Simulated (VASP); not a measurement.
# GaN in VASP: notebook

The runs below take GaN through single point, with PBE.

Everything below comes from runs of VASP 6.6.1. Logs are shortened: lines on timing, memory, paths and dates and some standing lists are left out, and cuts for length are marked.

### 1 The cell of the first run

Symmetry: F-43m, No. 216, cubic system. Conventional cell: a = 4.507 Å, b = 4.507 Å, c = 4.507 Å, α = 90.00°, β = 90.00°, γ = 90.00°. Within 2.6 Å of Ga (site symmetry -43m) lie 4 N at 1.95 Å. Within 2.6 Å of N (site symmetry -43m) lie 4 Ga at 1.95 Å.

### 2 Single point, PBE

INCAR reads:

```
PREC = Accurate
ENCUT = 520
EDIFF = 1E-6
ISMEAR = 0
SIGMA = 0.01
LREAL = False
LASPH = True
NELM = 100
ALGO = Normal
ISIF = 2
LWAVE = False
LCHARG = False
GGA = PE
NBANDS = 16
```

KPOINTS reads:

```
Automatic mesh
0
Gamma
  8 8 8
```

POSCAR reads:

```
GaN
1.0
    0.0000000000      2.2535006100      2.2535006100
    2.2535006100      0.0000000000      2.2535006100
    2.2535006100      2.2535006100      0.0000000000
Ga N
1 1
Direct
    0.0000000000      0.0000000000      0.0000000000
    0.7499999989      0.7499999989      0.7499999989
```

Potentials or basis: VASP PAW PBE potentials, release 64 (Ga_d, N).

Started as:

```
> cat potpaw_PBE.64/Ga_d/POTCAR potpaw_PBE.64/N/POTCAR > POTCAR
> mpirun -np 1 vasp_std > vasp.out
```

OUTCAR:

```text
PREC = Accurate
   ENCUT = 520
   EDIFF = 1E-6
   ISMEAR = 0
   LREAL = False
   LASPH = True
   NELM = 100
   ISIF = 2
   GGA = PE

 ion  position               nearest neighbor table
   1  0.000  0.000  0.000-   2 1.95   2 1.95   2 1.95   2 1.95
   2  0.750  0.750  0.750-   1 1.95   1 1.95   1 1.95   1 1.95

  LATTYP: Found a face centered cubic cell.
 ALAT       =     4.5070012200

  Lattice vectors:

 A1 = (   0.0000000000,   2.2535006100,   2.2535006100)
 A2 = (   2.2535006100,   0.0000000000,   2.2535006100)
 A3 = (   2.2535006100,   2.2535006100,   0.0000000000)

Analysis of symmetry for initial positions (statically):
=====================================================================
 Subroutine PRICEL returns:
 Original cell was already a primitive cell.

 Routine SETGRP: Setting up the symmetry group for a
 face centered cubic supercell.

 Subroutine GETGRP returns: Found 24 space group operations
 (whereof 24 operations were pure point group operations)
 out of a pool of 48 trial point group operations.

The static configuration has the point symmetry T_d .

Analysis of symmetry for dynamics (positions and initial velocities):
=====================================================================
 Subroutine PRICEL returns:
 Original cell was already a primitive cell.

 Routine SETGRP: Setting up the symmetry group for a
 face centered cubic supercell.

 Subroutine GETGRP returns: Found 24 space group operations
 (whereof 24 operations were pure point group operations)
 out of a pool of 48 trial point group operations.

The dynamic configuration has the point symmetry T_d .

 Subroutine INISYM returns: Found 24 space group operations
 (whereof 24 operations are pure point group operations),
 and found     1 'primitive' translations

----------------------------------------------------------------------------------------

                                     Primitive cell

  volume of cell :      22.8877

  direct lattice vectors                    reciprocal lattice vectors
     0.000000000  2.253500610  2.253500610    -0.221877020  0.221877020  0.221877020
     2.253500610  0.000000000  2.253500610     0.221877020 -0.221877020  0.221877020
     2.253500610  2.253500610  0.000000000     0.221877020  0.221877020 -0.221877020

  length of vectors
     3.186931125  3.186931125  3.186931125     0.384302272  0.384302272  0.384302272

  position of ions in fractional coordinates (direct lattice)
     0.000000000  0.000000000  0.000000000
     0.749999999  0.749999999  0.749999999

  ion indices of the primitive-cell ions
   primitive index   ion index
                 1           1
                 2           2

----------------------------------------------------------------------------------------

 KPOINTS: Automatic mesh

Automatic generation of k-mesh.
 Grid dimensions read from file:
 generate k-points for:    8    8    8

 Generating k-lattice:

  Cartesian coordinates                     Fractional coordinates (reciprocal lattice)
    -0.027734628  0.027734628  0.027734628     0.125000000  0.000000000  0.000000000
     0.027734628 -0.027734628  0.027734628     0.000000000  0.125000000  0.000000000
     0.027734628  0.027734628 -0.027734628     0.000000000  0.000000000  0.125000000

  Length of vectors
     0.048037784  0.048037784  0.048037784

  Shift w.r.t. Gamma in fractional coordinates (k-lattice)
     0.000000000  0.000000000  0.000000000

 Subroutine IBZKPT returns following result:
 ===========================================

 Found     29 irreducible k-points:

 Following reciprocal coordinates:
            Coordinates               Weight
  0.000000  0.000000  0.000000      1.000000
  0.125000  0.000000  0.000000      8.000000
  0.250000  0.000000  0.000000      8.000000
  0.375000  0.000000  0.000000      8.000000
  0.500000  0.000000  0.000000      4.000000
  0.125000  0.125000  0.000000      6.000000
[... 16 lines left out ...]
  0.500000  0.250000  0.125000     48.000000
 -0.375000  0.250000  0.125000     24.000000
 [... further k-points ...]
   k-points           NKPTS =     29   k-points in BZ     NKDIM =     29   number of bands    NBANDS=     16
   number of dos      NEDOS =    301   number of ions     NIONS =      2
   total plane-waves  NPLWV =  13824
   dimension x,y,z NGX =    24 NGY =   24 NGZ =   24
   dimension x,y,z NGXF=    48 NGYF=   48 NGZF=   48
   ions per type =               1   1
   NGX,Y,Z   is equivalent  to a cutoff of  12.52, 12.52, 12.52 a.u.
   NGXF,Y,Z  is equivalent  to a cutoff of  25.04, 25.04, 25.04 a.u.
 SYSTEM =  unknown system
   PREC   = accura    normal or accurate (medium, high low for compatibility)
   ISTART =      0    job   : 0-new  1-cont  2-samecut
   ICHARG =      2    charge: 1-file 2-atom 10-const
   ISPIN  =      1    spin polarized calculation?
   LNONCOLLINEAR =      F non collinear calculations
   LSORBIT =      F    spin-orbit coupling
   LASPH  =      T    aspherical Exc in radial PAW
   ENCUT  =  520.0 eV  38.22 Ry    6.18 a.u.   5.93  5.93  5.93*2*pi/ulx,y,z
   NELM   =    100;   NELMIN=  2; NELMDL= -5     # of ELM steps
   EDIFF  = 0.1E-05   stopping-criterion for ELM
   LREAL  =      F    real-space projection
   EDIFFG = 0.1E-04   stopping-criterion for IOM
   NSW    =      0    number of steps for IOM
   IBRION =     -1    ionic relax: 0-MD 1-quasi-New 2-CG
   NFREE  =      0    steps in history (QN), initial steepest desc. (CG)
   ISIF   =      2    stress and relaxation
   ISYM   =      2    0-nonsym 1-usesym 2-fastsym
   POTIM  = 0.5000    time-step for ionic-motion
   TEBEG  =    0.0;   TEEND  =   0.0 temperature during run
   PSTRESS=    0.0 pullay stress
   NELECT =      18.0000    total number of electrons
   NUPDOWN=      -1.0000    fix difference up-down
   EMIN   =  10.00;   EMAX   =-10.00  energy-range for DOS
   EFERMI =   0.00;   METHOD = LEGACY
   ISMEAR =     0;   SIGMA  =   0.01  broadening in eV -4-tet -1-fermi 0-gaus
   EFERMI_NEDOS =   21; number of points for ismear=-14 and -15
   IALGO  =     38    algorithm
   IMIX   =      4    mixing-type and parameters
     AMIX     =   0.40;   BMIX     =  1.00
     AMIX_MAG =   1.60;   BMIX_MAG =  1.00
  volume/ion in A,a.u.               =      11.44        77.23
  Fermi-wavevector in a.u.,A,eV,Ry     =   1.511117  2.855596 31.068543  2.283473
  Thomas-Fermi vector in A             =   2.621216
   LORBIT       =      0    0 simple, 1 ext, 2 COOP (PROOUT), +10 PAW based schemes
   GGA     = PE    functional components
   LHFCALC =     F    Hartree Fock is set to
   AEXX    =    0.0000 exact exchange contribution
   IVDW    =     0    specifies the selected vdW correction
   LEPSILON=     F    determine dielectric tensor
   LRPA    =     F    only Hartree local field effects (RPA)
 non-spin polarized calculation
 Gauss-broadening in eV      SIGMA  =   0.01
  energy-cutoff  :      520.00
  volume of cell :       22.89
 maximum number of plane-waves:       636
   NGX = 11   NGY = 11   NGZ = 11

 number of electron      18.0000004 magnetization

 Free energy of the ion-electron system (eV)
  ---------------------------------------------------
  ext. energy  EPLUGINS =         0.00000000
  ---------------------------------------------------
  free energy    TOTEN  =       -12.14275255 eV

  energy without entropy =      -12.14275255  energy(sigma->0) =      -12.14275255

 E-fermi :   5.3482     XC(G=0): -11.6668

 val. band max:        5.2818092466   @ k =   0.0000   0.0000   0.0000
 cond. band min:       7.0059835874   @ k =   0.0000   0.0000   0.0000
 fundamental gap:      1.7241743408
 Fermi energy:         5.3482367338

 k-point     1 :       0.0000    0.0000    0.0000
  band No.  band energies     occupation
      1     -10.6518      2.00000
      2      -8.1604      2.00000
      3      -8.1604      2.00000
      4      -8.1604      2.00000
      5      -7.8407      2.00000
      6      -7.8407      2.00000
[... 8 lines left out ...]
     15      24.1370      0.00000
     16      24.1370      0.00000

 k-point     2 :       0.1250    0.0000    0.0000
  band No.  band energies     occupation
      1     -10.4837      2.00000
      2      -8.1398      2.00000
      3      -8.1398      2.00000
      4      -8.0961      2.00000
      5      -7.8423      2.00000
      6      -7.8423      2.00000
[... 8 lines left out ...]
     15      22.5416      0.00000
     16      22.5721      0.00000

 k-point     3 :       0.2500    0.0000    0.0000
  band No.  band energies     occupation
      1     -10.1087      2.00000
      2      -8.0994      2.00000
      3      -8.0994      2.00000
      4      -7.8359      2.00000
      5      -7.8359      2.00000
      6      -7.7953      2.00000
[... 8 lines left out ...]
     15      22.1538      0.00000
     16      22.1538      0.00000

 k-point     4 :       0.3750    0.0000    0.0000
  band No.  band energies     occupation
      1      -9.8254      2.00000
      2      -8.0767      2.00000
      3      -8.0767      2.00000
      4      -7.8102      2.00000
      5      -7.8102      2.00000
      6      -7.1102      2.00000
[... 8 lines left out ...]
     15      23.5593      0.00000
     16      23.5593      0.00000
[... 324 lines left out ...]
 k-point    22 :       0.3750    0.2500    0.1250
  band No.  band energies     occupation
      1      -9.8766      2.00000
      2      -8.0562      2.00000
      3      -8.0370      2.00000
      4      -7.9215      2.00000
      5      -7.8126      2.00000
      6      -7.4374      2.00000
[... 8 lines left out ...]
     15      24.4094      0.00000
     16      26.6188      0.00000

 k-point    23 :       0.5000    0.2500    0.1250
  band No.  band energies     occupation
      1      -9.6979      2.00000
      2      -8.0506      2.00000
      3      -8.0059      2.00000
      4      -7.8874      2.00000
      5      -7.8060      2.00000
      6      -6.7406      2.00000
[... 8 lines left out ...]
     15      24.4989      0.00000
     16      26.4185      0.00000

 k-point    24 :      -0.3750    0.2500    0.1250
  band No.  band energies     occupation
      1      -9.6453      2.00000
      2      -8.0562      2.00000
      3      -7.9942      2.00000
      4      -7.8606      2.00000
      5      -7.8077      2.00000
      6      -6.2854      2.00000
[... 8 lines left out ...]
     15      24.0839      0.00000
     16      26.3562      0.00000

 [... further k-points ...]

------------------------ aborting loop because EDIFF is reached ----------------------------------------

  FORCE on cell =-STRESS in cart. coord.  units (eV):
  Direction    XX          YY          ZZ          XY          YZ          ZX
  --------------------------------------------------------------------------------------
  -------------------------------------------------------------------------------------
  Total        0.7260258      0.7260258      0.7260258      0.0000000     -0.0000000     -0.0000000
  in kB       50.8229193     50.8229193     50.8229193      0.0000000     -0.0000000     -0.0000000
  external PRESSURE =      50.8229193 kB  Pullay stress =       0.0000000 kB

 VOLUME and BASIS-vectors are now :
 -----------------------------------------------------------------------------
  energy-cutoff  :      520.00
  volume of cell :       22.89
      direct lattice vectors                 reciprocal lattice vectors
     0.000000000  2.253500610  2.253500610    -0.221877020  0.221877020  0.221877020
     2.253500610  0.000000000  2.253500610     0.221877020 -0.221877020  0.221877020
     2.253500610  2.253500610  0.000000000     0.221877020  0.221877020 -0.221877020

 POSITION                                       TOTAL-FORCE (eV/Angst)
 -----------------------------------------------------------------------------------
      0.00000      0.00000      0.00000        -0.000000     -0.000000     -0.000000
      3.38025      3.38025      3.38025         0.000000      0.000000      0.000000
 -----------------------------------------------------------------------------------
    total drift:                                0.000001      0.000001      0.000001

  FREE ENERGIE OF THE ION-ELECTRON SYSTEM (eV)
  ---------------------------------------------------
  free  energy   TOTEN  =       -12.1427525472 eV

  energy  without entropy=      -12.1427525472  energy(sigma->0) =      -12.14275255
```

It took 8.8 s on 1 thread of Intel Xeon Platinum 8375C at 2.90GHz (Ice Lake), shared host; peak memory 0.14 GiB.

Results:

```
Free energy            : -12.1428 eV
Pressure               : 5.1 GPa
Band gap on the k mesh : 1.72 eV
```

Levels at points of the mesh, in eV from the valence-band top:
| k point | band 6 | band 7 | band 8 | band 9 | band 10 | band 11 | band 12 | band 13 |
| --- | --- | --- | --- | --- | --- | --- | --- | --- |
| (0.00, 0.00, 0.00) | -13.12 | 0.00 | 0.00 | 0.00 | 1.72 | 10.30 | 10.30 | 10.30 |
| (0.50, 0.00, 0.00) | -11.88 | -7.04 | -0.97 | -0.97 | 4.64 | 8.73 | 10.37 | 10.37 |
| (0.50, 0.50, 0.00) | -11.45 | -6.12 | -2.70 | -2.70 | 3.35 | 6.66 | 11.71 | 13.96 |

Caveat: the cell stands under pressure.

### 3 Single point, PBE

INCAR reads:

```
SYSTEM = GaN
PREC = Accurate
ENCUT = 520
EDIFF = 1E-6
ISMEAR = 0
SIGMA = 0.01
LREAL = .False.
LASPH = .True.
NELM = 80
ALGO = Normal
ISIF = 2
LWAVE = .False.
LCHARG = .True.
GGA = PE
LELF = .True.
LVHAR = .True.
NBANDS = 16
```

KPOINTS reads:

```
Automatic mesh
0
Gamma
  8 8 8
  0 0 0
```

POSCAR: that of step 2 with these lines changed.

```diff
@@ -9,2 +9,2 @@
     0.0000000000      0.0000000000      0.0000000000
-    0.7499999989      0.7499999989      0.7499999989
+    0.7721877009      0.7278122969      0.7721877009
```

Potentials or basis: VASP PAW PBE potentials, release 64 (Ga_d, N).

Started as:

```
> cat potpaw_PBE.64/Ga_d/POTCAR potpaw_PBE.64/N/POTCAR > POTCAR
> mpirun -np 1 vasp_std > vasp.out
```

Run time: 28 s. Hardware: 1 thread of Intel Xeon Platinum 8375C at 2.90GHz (Ice Lake), shared host; peak memory 0.16 GiB.

Results (log left out):

```
Free energy            : -12.0819 eV
Pressure               : 6.0 GPa
Largest force          : 1.209 eV/Å
Band gap on the k mesh : 1.56 eV
```

Forces on the atoms (eV/Å):
```
Ga   0.000  1.209  0.000
N    0.000 -1.209  0.000
```

Stress tensor (GPa, compression positive):
```
6.49 0.00 5.97
0.00 5.15 0.00
5.97 0.00 6.49
```

Levels at points of the mesh, in eV from the valence-band top:
```tsv
k point	band 7	band 8	band 9	band 10	band 11	band 12
(0.00, 0.00, 0.00)	-0.39	-0.14	0.00	1.56	10.03	10.13
(0.50, 0.00, 0.00)	-7.01	-1.37	-0.89	4.38	8.51	9.72
(0.00, 0.50, 0.00)	-7.39	-1.34	-0.91	4.55	8.57	9.86
(0.50, 0.50, 0.00)	-6.32	-2.85	-2.83	3.16	6.44	11.51
(0.50, 0.00, 0.50)	-6.26	-3.01	-2.74	3.17	6.52	11.51
```

Caveat: the cell stands under pressure; forces of over 1 eV/Å act on the atoms, so gaps and moduli don't describe the material at rest.
